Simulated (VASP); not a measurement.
Wanted: the native input for a VASP 6.6.1 run.

```yaml
Task: single point
Functional: PBE
Potentials_or_basis: VASP PAW PBE potentials, release 64 (Ta_pv, N)
Cutoff: 520 eV
k_mesh: 18 × 18 × 8
Occupations: gaussian, width 0.1 eV
Spin: no spin polarisation
Dipole_correction: no
Further_INCAR_settings: ALGO = Normal; EDIFF = 1e-06; NBANDS = 24
```

The structure of TaN lies in POSCAR:

```
TaN
1.0
    3.2336900230      0.0000000000      0.0000000000
   -1.6168450115      2.8004577079      0.0000000000
    0.0000000000      0.0000000000      6.1480495297
Ta N
2 2
Direct
    0.3333333333      0.6666666667      0.0294383097
    0.6666666667      0.3333333333      0.5294383097
    0.3333333333      0.6666666667      0.3555616903
    0.6666666667      0.3333333333      0.8555616903
```

This cell differs from its parent crystal: volume scaled by 1.06, then relaxed in part.

These files were run (other wordings do the same):

INCAR

```
PREC = Accurate ; ENCUT = 520
EDIFF = 1E-6 ; ISMEAR = 0
SIGMA = 0.1 ; LREAL = F
LASPH = T ; NELM = 80
ALGO = Normal ; ISIF = 2
LWAVE = F ; LCHARG = F
GGA = PE ; NBANDS = 24
```

KPOINTS

```
Automatic mesh
0
Gamma
  18 18 8
```

Potentials or basis: VASP PAW PBE potentials, release 64 (Ta_pv, N).

The run is started by

```console
$ cat potpaw_PBE.64/Ta_pv/POTCAR potpaw_PBE.64/N/POTCAR > POTCAR
$ mpirun -np 1 vasp_std > vasp.out
```

Results of the run:

```
Pressure               : -12.0 GPa
Largest force          : 0.013 eV/Å
Band gap on the k mesh : zero (band 16 reaches 6.17 eV, above the bottom of band 17 at 5.70 eV)
```

Caveat: spin-orbit coupling is left out, which moves the levels of the heavy elements.

It took 120 s on 1 thread of Intel(R) Xeon(R) Platinum 8259CL CPU @ 2.50GHz (Skylake/Cascade Lake), on a shared host, peak memory 0.33 GiB.
